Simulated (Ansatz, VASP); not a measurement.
**Two plane-wave programs on Mn**

```xyz
1
Lattice="0.0000 1.7367 1.7367 1.7367 0.0000 1.7367 1.7367 1.7367 0.0000" Properties=species:S:1:pos:R:3 pbc="T T T"
Mn    0.0000    0.0000    0.0000
```

Alike in both runs: task single point; functional revPBE; k mesh 17 × 17 × 17; occupations fermi-dirac, width 0.1 eV; no spin polarisation.

```csv
,VASP,Ansatz
version,VASP 6.6.1,Ansatz 0.2.0
potentials or method,"VASP PAW PBE potentials, release 64 (Mn_pv), cutoff 520 eV","plane waves (420 eV) with PAW, scalar-relativistic"
valence electrons in the cell,13,15
```

```csv
,VASP,Ansatz,Ansatz less VASP
pressure (GPa),12.0,12.1,+0.03
```

VASP's potentials were made for PBE, not for revPBE. VASP's potentials hold 13 valence electrons a cell and Ansatz's 15, so a difference there can come from the potentials and not from the codes.
